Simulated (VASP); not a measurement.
# Sn (Fd-3m) in VASP: a series of runs

Sn is run at these levels: PBEsol; tasks: single point, relaxation of cell and atoms.

Everything below comes from runs of VASP 6.6.1. Logs are shortened: lines on timing, memory, paths and dates and some standing lists are left out, and cuts for length are marked.

## (1) The cell of the first run

Symmetry: Fd-3m, No. 227, cubic system. The conventional cell has a = 6.545 Å, b = 6.545 Å, c = 6.545 Å, α = 90.00°, β = 90.00°, γ = 90.00°. Sn (site symmetry -43m) has 4 Sn at 2.83 Å within 3.7 Å.

## (2) Single point, PBEsol

INCAR reads:

```
ALGO     = Normal         # electronic algorithm
EDIFF    = 1E-6           # SCF threshold, eV
ENCUT    = 520            # plane-wave cutoff, eV
GGA      = PS             # functional
ISIF     = 2              # what is computed and relaxed
ISMEAR   = -1             # smearing method
LASPH    = True           # aspherical terms in the spheres
LCHARG   = True           # write CHGCAR
LELF     = True           # ELF
LREAL    = False          # projectors in reciprocal space
LVHAR    = True         
LWAVE    = False          # write WAVECAR
NBANDS   = 21             # bands
NELM     = 100            # most SCF steps
PREC     = Accurate       # precision mode
SIGMA    = 0.1            # smearing width, eV
```

KPOINTS reads:

```
k-points
0
Gamma
  7 7 7
```

POSCAR reads:

```
Sn
1.0
    0.0000000000      3.2722808166      3.2722808166
    3.2722808166      0.0000000000      3.2722808166
    3.2722808166      3.2722808166      0.0000000000
Sn
2
Direct
    0.0000000000      0.0000000000      0.0000000000
    0.2500000000      0.2500000000      0.2500000000
```

Potentials or basis: VASP PAW PBE potentials, release 64 (Sn_d).

Run with:

```
$ cat potpaw_PBE.64/Sn_d/POTCAR > POTCAR
$ mpirun -np 1 vasp_std > vasp.out
```

OUTCAR:

```text
EDIFF = 1E-6
   ENCUT = 520
   GGA = PS
   ISIF = 2
   ISMEAR = -1
   LASPH = True
   LREAL = False
   NELM = 100
   PREC = Accurate

 ion  position               nearest neighbor table
   1  0.000  0.000  0.000-   2 2.83   2 2.83   2 2.83   2 2.83
   2  0.250  0.250  0.250-   1 2.83   1 2.83   1 2.83   1 2.83

  LATTYP: Found a face centered cubic cell.
 ALAT       =     6.5445616332

  Lattice vectors:

 A1 = (   0.0000000000,   3.2722808166,   3.2722808166)
 A2 = (   3.2722808166,   0.0000000000,   3.2722808166)
 A3 = (   3.2722808166,   3.2722808166,   0.0000000000)

Analysis of symmetry for initial positions (statically):
=====================================================================
 Subroutine PRICEL returns:
 Original cell was already a primitive cell.

 Routine SETGRP: Setting up the symmetry group for a
 face centered cubic supercell.

 Subroutine GETGRP returns: Found 48 space group operations
 (whereof 24 operations were pure point group operations)
 out of a pool of 48 trial point group operations.

The static configuration has the point symmetry T_d .
 The point group associated with its full space group is O_h .

Analysis of symmetry for dynamics (positions and initial velocities):
=====================================================================
 Subroutine PRICEL returns:
 Original cell was already a primitive cell.

 Routine SETGRP: Setting up the symmetry group for a
 face centered cubic supercell.

 Subroutine GETGRP returns: Found 48 space group operations
 (whereof 24 operations were pure point group operations)
 out of a pool of 48 trial point group operations.

The dynamic configuration has the point symmetry T_d .
 The point group associated with its full space group is O_h .

 Subroutine INISYM returns: Found 48 space group operations
 (whereof 24 operations are pure point group operations),
 and found     1 'primitive' translations

----------------------------------------------------------------------------------------

                                     Primitive cell

  volume of cell :      70.0780

  direct lattice vectors                    reciprocal lattice vectors
     0.000000000  3.272280817  3.272280817    -0.152798622  0.152798622  0.152798622
     3.272280817  0.000000000  3.272280817     0.152798622 -0.152798622  0.152798622
     3.272280817  3.272280817  0.000000000     0.152798622  0.152798622 -0.152798622

  length of vectors
     4.627703911  4.627703911  4.627703911     0.264654977  0.264654977  0.264654977

  position of ions in fractional coordinates (direct lattice)
     0.000000000  0.000000000  0.000000000
     0.250000000  0.250000000  0.250000000

  ion indices of the primitive-cell ions
   primitive index   ion index
                 1           1
                 2           2

----------------------------------------------------------------------------------------

 KPOINTS: k-points

Automatic generation of k-mesh.
 Grid dimensions read from file:
 generate k-points for:    7    7    7

 Generating k-lattice:

  Cartesian coordinates                     Fractional coordinates (reciprocal lattice)
    -0.021828375  0.021828375  0.021828375     0.142857143  0.000000000  0.000000000
     0.021828375 -0.021828375  0.021828375     0.000000000  0.142857143  0.000000000
     0.021828375  0.021828375 -0.021828375     0.000000000  0.000000000  0.142857143

  Length of vectors
     0.037807854  0.037807854  0.037807854

  Shift w.r.t. Gamma in fractional coordinates (k-lattice)
     0.000000000  0.000000000  0.000000000

 Subroutine IBZKPT returns following result:
 ===========================================

 Found     20 irreducible k-points:

 Following reciprocal coordinates:
            Coordinates               Weight
  0.000000  0.000000  0.000000      1.000000
  0.142857  0.000000  0.000000      8.000000
  0.285714  0.000000  0.000000      8.000000
  0.428571  0.000000  0.000000      8.000000
  0.142857  0.142857  0.000000      6.000000
  0.285714  0.142857  0.000000     24.000000
[... 12 lines left out ...]
 -0.428571  0.428571  0.142857     24.000000
 -0.285714  0.428571  0.142857     24.000000
   k-points           NKPTS =     20   k-points in BZ     NKDIM =     20   number of bands    NBANDS=     21
   number of dos      NEDOS =    301   number of ions     NIONS =      2
   total plane-waves  NPLWV =  46656
   dimension x,y,z NGX =    36 NGY =   36 NGZ =   36
   dimension x,y,z NGXF=    72 NGYF=   72 NGZF=   72
   ions per type =               2
   NGX,Y,Z   is equivalent  to a cutoff of  12.93, 12.93, 12.93 a.u.
   NGXF,Y,Z  is equivalent  to a cutoff of  25.87, 25.87, 25.87 a.u.
 SYSTEM =  unknown system
   PREC   = accura    normal or accurate (medium, high low for compatibility)
   ISTART =      0    job   : 0-new  1-cont  2-samecut
   ICHARG =      2    charge: 1-file 2-atom 10-const
   ISPIN  =      1    spin polarized calculation?
   LNONCOLLINEAR =      F non collinear calculations
   LSORBIT =      F    spin-orbit coupling
   LASPH  =      T    aspherical Exc in radial PAW
   ENCUT  =  520.0 eV  38.22 Ry    6.18 a.u.   8.60  8.60  8.60*2*pi/ulx,y,z
   NELM   =    100;   NELMIN=  2; NELMDL= -5     # of ELM steps
   EDIFF  = 0.1E-05   stopping-criterion for ELM
   LREAL  =      F    real-space projection
   EDIFFG = 0.1E-04   stopping-criterion for IOM
   NSW    =      0    number of steps for IOM
   IBRION =     -1    ionic relax: 0-MD 1-quasi-New 2-CG
   NFREE  =      0    steps in history (QN), initial steepest desc. (CG)
   ISIF   =      2    stress and relaxation
   ISYM   =      2    0-nonsym 1-usesym 2-fastsym
   POTIM  = 0.5000    time-step for ionic-motion
   TEBEG  =    0.0;   TEEND  =   0.0 temperature during run
   PSTRESS=    0.0 pullay stress
   NELECT =      28.0000    total number of electrons
   NUPDOWN=      -1.0000    fix difference up-down
   EMIN   =  10.00;   EMAX   =-10.00  energy-range for DOS
   EFERMI =   0.00;   METHOD = LEGACY
   ISMEAR =    -1;   SIGMA  =   0.10  broadening in eV -4-tet -1-fermi 0-gaus
   EFERMI_NEDOS =   21; number of points for ismear=-14 and -15
   IALGO  =     38    algorithm
   IMIX   =      4    mixing-type and parameters
     AMIX     =   0.40;   BMIX     =  1.00
     AMIX_MAG =   1.60;   BMIX_MAG =  1.00
  volume/ion in A,a.u.               =      35.04       236.45
  Fermi-wavevector in a.u.,A,eV,Ry     =   1.205777  2.278588 19.781481  1.453898
  Thomas-Fermi vector in A             =   2.341463
   LORBIT       =      0    0 simple, 1 ext, 2 COOP (PROOUT), +10 PAW based schemes
   GGA     = PS    functional components
   LHFCALC =     F    Hartree Fock is set to
   AEXX    =    0.0000 exact exchange contribution
   IVDW    =     0    specifies the selected vdW correction
   LEPSILON=     F    determine dielectric tensor
   LRPA    =     F    only Hartree local field effects (RPA)
 non-spin polarized calculation
  energy-cutoff  :      520.00
  volume of cell :       70.08
 maximum number of plane-waves:      1917
   NGX = 17   NGY = 17   NGZ = 17

 number of electron      27.9999985 magnetization

 Free energy of the ion-electron system (eV)
  ---------------------------------------------------
  ext. energy  EPLUGINS =         0.00000000
  ---------------------------------------------------
  free energy    TOTEN  =        -8.45347354 eV

  energy without entropy =       -8.44224185  energy(sigma->0) =       -8.44785770

 E-fermi :   5.1489     XC(G=0):  -8.9546

 val. band max:        5.1478763664   @ k =   0.4286   0.0000   0.0000
 cond. band min:       5.3127384978   @ k =   0.0000   0.0000   0.0000
 fundamental gap:      0.1648621314
 Fermi energy:         5.1488832980

 k-point     1 :       0.0000    0.0000    0.0000
  band No.  band energies     occupation
      1     -16.3229      2.00000
      2     -16.3229      2.00000
      3     -16.3229      2.00000
      4     -16.2659      2.00000
      5     -16.2659      2.00000
      6     -15.9744      2.00000
[... 13 lines left out ...]
     20      13.1347      0.00000
     21      13.1347      0.00000

 k-point     2 :       0.1429    0.0000    0.0000
  band No.  band energies     occupation
      1     -16.3351      2.00000
      2     -16.3351      2.00000
      3     -16.3182      2.00000
      4     -16.2484      2.00000
      5     -16.2484      2.00000
      6     -15.9994      2.00000
[... 13 lines left out ...]
     20      12.1712      0.00000
     21      12.1712      0.00000

 k-point     3 :       0.2857    0.0000    0.0000
  band No.  band energies     occupation
      1     -16.3498      2.00000
      2     -16.3498      2.00000
      3     -16.3075      2.00000
      4     -16.2233      2.00000
      5     -16.2233      2.00000
      6     -16.0215      2.00000
[... 13 lines left out ...]
     20      12.1778      0.00000
     21      12.1778      0.00000

 k-point     4 :       0.4286    0.0000    0.0000
  band No.  band energies     occupation
      1     -16.3563      2.00000
      2     -16.3563      2.00000
      3     -16.2984      2.00000
      4     -16.2103      2.00000
      5     -16.2103      2.00000
      6     -16.0313      2.00000
[... 13 lines left out ...]
     20      13.3974      0.00000
     21      13.3974      0.00000

 k-point     5 :       0.1429    0.1429    0.0000
  band No.  band energies     occupation
      1     -16.3332      2.00000
      2     -16.3332      2.00000
      3     -16.3304      2.00000
      4     -16.2508      2.00000
      5     -16.2291      2.00000
      6     -16.0342      2.00000
[... 13 lines left out ...]
     20      11.2927      0.00000
     21      13.3593      0.00000

 k-point     6 :       0.2857    0.1429    0.0000
  band No.  band energies     occupation
      1     -16.3554      2.00000
      2     -16.3462      2.00000
      3     -16.3124      2.00000
      4     -16.2286      2.00000
      5     -16.1988      2.00000
      6     -16.0660      2.00000
[... 13 lines left out ...]
     20      12.4300      0.00000
     21      13.1503      0.00000

 k-point     7 :       0.4286    0.1429    0.0000
  band No.  band energies     occupation
      1     -16.3716      2.00000
      2     -16.3572      2.00000
      3     -16.2862      2.00000
      4     -16.2054      2.00000
      5     -16.1856      2.00000
      6     -16.0740      2.00000
[... 13 lines left out ...]
     20      13.4408      0.00000
     21      13.9881      0.00000
[... 195 lines left out ...]
      1     -16.3827      2.00000
      2     -16.3716      2.00000
      3     -16.2422      2.00000
      4     -16.2115      2.00000
      5     -16.1202      2.00000
      6     -16.1116      2.00000
[... 13 lines left out ...]
     20      14.1679      0.00000
     21      15.2065      0.00000

 k-point    17 :       0.4286    0.2857    0.1429
  band No.  band energies     occupation
      1     -16.3673      2.00000
      2     -16.3654      2.00000
      3     -16.2852      2.00000
      4     -16.2069      2.00000
      5     -16.1665      2.00000
      6     -16.0993      2.00000
[... 13 lines left out ...]
     20      13.3487      0.00000
     21      14.0321      0.00000

 k-point    18 :      -0.4286    0.2857    0.1429
  band No.  band energies     occupation
      1     -16.3851      2.00000
      2     -16.3715      2.00000
      3     -16.2513      2.00000
      4     -16.1820      2.00000
      5     -16.1526      2.00000
      6     -16.1081      2.00000
[... 13 lines left out ...]
     20      13.4897      0.00000
     21      14.1955      0.00000

 k-point    19 :      -0.4286    0.4286    0.1429
  band No.  band energies     occupation
      1     -16.3812      2.00000
      2     -16.3789      2.00000
      3     -16.2438      2.00000
      4     -16.1777      2.00000
      5     -16.1504      2.00000
      6     -16.0972      2.00000
[... 13 lines left out ...]
     20      14.0212      0.00000
     21      15.3025      0.00000

 k-point    20 :      -0.2857    0.4286    0.1429
  band No.  band energies     occupation
      1     -16.3916      2.00000
      2     -16.3797      2.00000
      3     -16.2212      2.00000
      4     -16.1574      2.00000
      5     -16.1405      2.00000
      6     -16.1103      2.00000
[... 13 lines left out ...]
     20      13.8139      0.00000
     21      15.4766      0.00000

------------------------ aborting loop because EDIFF is reached ----------------------------------------

  FORCE on cell =-STRESS in cart. coord.  units (eV):
  Direction    XX          YY          ZZ          XY          YZ          ZX
  --------------------------------------------------------------------------------------
  -------------------------------------------------------------------------------------
  Total       -0.0301427     -0.0301427     -0.0301427     -0.0000000      0.0000000     -0.0000000
  in kB       -0.6891460     -0.6891460     -0.6891460     -0.0000000      0.0000000     -0.0000000
  external PRESSURE =      -0.6891460 kB  Pullay stress =       0.0000000 kB

 VOLUME and BASIS-vectors are now :
 -----------------------------------------------------------------------------
  energy-cutoff  :      520.00
  volume of cell :       70.08
      direct lattice vectors                 reciprocal lattice vectors
     0.000000000  3.272280817  3.272280817    -0.152798622  0.152798622  0.152798622
     3.272280817  0.000000000  3.272280817     0.152798622 -0.152798622  0.152798622
     3.272280817  3.272280817  0.000000000     0.152798622  0.152798622 -0.152798622

 POSITION                                       TOTAL-FORCE (eV/Angst)
 -----------------------------------------------------------------------------------
      0.00000      0.00000      0.00000         0.000000      0.000000      0.000000
      1.63614      1.63614      1.63614        -0.000000     -0.000000     -0.000000
 -----------------------------------------------------------------------------------
    total drift:                                0.000000      0.000000      0.000000

  FREE ENERGIE OF THE ION-ELECTRON SYSTEM (eV)
  ---------------------------------------------------
  free  energy   TOTEN  =        -8.4534735421 eV

  energy  without entropy=       -8.4422418507  energy(sigma->0) =       -8.44785770
```

Run time: 19 s. Hardware: 1 thread of AMD EPYC 9R45 (Zen 5), shared host; peak memory 0.17 GiB.

What came out:

```yaml
Free_energy: -8.4535 eV
Pressure: -0.1 GPa
Band_gap_on_the_k_mesh: zero (band 14 reaches 5.31 eV, above the bottom of band 15 at 5.15 eV)
```

Caveat: the PAW data sets were made with another functional, which shifts forces and pressure a little; spin-orbit coupling is left out, which moves the levels of the heavy elements.

## (3) Relaxation of cell and atoms, PBEsol

This run uses another cell than the first one, of 33.80 Å³/atom, 0.965 times its volume.

INCAR reads:

```
SYSTEM = Sn
ALGO = Normal ; EDIFF = 1E-7
EDIFFG = -0.03 ; ENCUT = 600
GGA = PS ; IBRION = 2
ISIF = 3 ; ISMEAR = -1
LASPH = .TRUE. ; LCHARG = .FALSE.
LREAL = .FALSE. ; LWAVE = .FALSE.
NELM = 80 ; NSW = 60
PREC = Accurate ; SIGMA = 0.1
```

KPOINTS reads:

```
k-points
0
G
  7 7 7
  0 0 0
```

POSCAR reads:

```
Sn
1.0
    0.0000000000      3.2333400000      3.2333400000
    3.2333400000      0.0000000000      3.2333400000
    3.2333400000      3.2333400000      0.0000000000
Sn
2
Direct
    0.0000000000      0.0000000000      0.0000000000
    0.2500000000      0.2500000000      0.2500000000
```

Potentials or basis: VASP PAW PBE potentials, release 64 (Sn_d).

Run with:

```
$ cat potpaw_PBE.64/Sn_d/POTCAR > POTCAR
$ mpirun -np 1 vasp_std > vasp.out
```

OUTCAR:

```text
SYSTEM = Sn
   EDIFF = 1E-7
   EDIFFG = -0.03
   ENCUT = 600
   GGA = PS
   IBRION = 2
   ISIF = 3
   ISMEAR = -1
   LASPH = .TRUE.
   LREAL = .FALSE.
   NELM = 80
   NSW = 60
   PREC = Accurate

 ion  position               nearest neighbor table
   1  0.000  0.000  0.000-   2 2.80   2 2.80   2 2.80   2 2.80
   2  0.250  0.250  0.250-   1 2.80   1 2.80   1 2.80   1 2.80

  LATTYP: Found a face centered cubic cell.
 ALAT       =     6.4666800000

  Lattice vectors:

 A1 = (   0.0000000000,   3.2333400000,   3.2333400000)
 A2 = (   3.2333400000,   0.0000000000,   3.2333400000)
[... 177 lines left out ...]

  FORCE on cell =-STRESS in cart. coord.  units (eV):
  Direction    XX          YY          ZZ          XY          YZ          ZX
  --------------------------------------------------------------------------------------
  -------------------------------------------------------------------------------------
  Total        0.6625465      0.6625465      0.6625465      0.0000000     -0.0000000      0.0000000
  in kB       15.7015609     15.7015609     15.7015609      0.0000000     -0.0000000      0.0000000
  external PRESSURE =      15.7015609 kB  Pullay stress =       0.0000000 kB
[... 59 lines left out ...]
--------------------------------------- Ionic step        3  -------------------------------------------

 number of electron      28.0000002 magnetization

 Free energy of the ion-electron system (eV)
  ---------------------------------------------------
  ext. energy  EPLUGINS =         0.00000000
  ---------------------------------------------------
  free energy    TOTEN  =        -8.45375181 eV

  energy without entropy =       -8.44256203  energy(sigma->0) =       -8.44815692

 E-fermi :   5.1584     XC(G=0):  -8.9584

 val. band max:        4.9820317394   @ k =   0.1429   0.0000   0.0000
 cond. band min:       5.1585069041   @ k =   0.4286   0.0000   0.0000
 fundamental gap:      0.1764751647
 Fermi energy:         5.1584439130

 k-point     1 :       0.0000    0.0000    0.0000
  band No.  band energies     occupation
      1     -16.3155      2.00000
      2     -16.3155      2.00000
      3     -16.3155      2.00000
      4     -16.2584      2.00000
      5     -16.2584      2.00000
      6     -15.9663      2.00000
[... 438 lines left out ...]
  FREE ENERGIE OF THE ION-ELECTRON SYSTEM (eV)
  ---------------------------------------------------
  free  energy   TOTEN  =        -8.4537518147 eV

  energy  without entropy=       -8.4425620298  energy(sigma->0) =       -8.44815692

 reached required accuracy - stopping structural energy minimisation
```

It took 54 s on 1 thread of AMD EPYC 9R45 (Zen 5), shared host; peak memory 0.22 GiB.

Results:

```yaml
Free_energy: -8.4538 eV
Relaxed_volume: 35.01 Å³/atom
Relaxed_cell: a = 4.626 Å, b = 4.626 Å, c = 4.626 Å, α = 60.00°, β = 60.00°, γ = 60.00°
Space_group_after_relaxing_to_0.05_Å: Fd-3m (No. 227)
Energy_gained_by_relaxing: 5.7 meV/atom
Ionic_steps: 3
Pressure_after_relaxing: 0.0 GPa
Band_gap_on_the_k_mesh: zero (band 14 reaches 5.32 eV, above the bottom of band 15 at 5.16 eV)
```

Step by step:
```tsv
step	energy change (eV)	largest force (eV/Å)	pressure (GPa)	volume (Å³)
1	0.0000	0.0000	1.57	67.61
2	-0.0100	0.0000	-0.49	70.90
3	-0.0114	0.0000	-0.01	70.02
```

Final structure:
```
Sn
1.0
     0.00000    3.27131    3.27131
     3.27131    0.00000    3.27131
     3.27131    3.27131    0.00000
Sn
2
Direct
  0.00000 0.00000 0.00000
  0.25000 0.25000 0.25000
```

Caveat: the PAW data sets were made with another functional, which shifts forces and pressure a little; spin-orbit coupling is left out, which moves the levels of the heavy elements. Zero-point motion and thermal expansion aren't in these numbers.
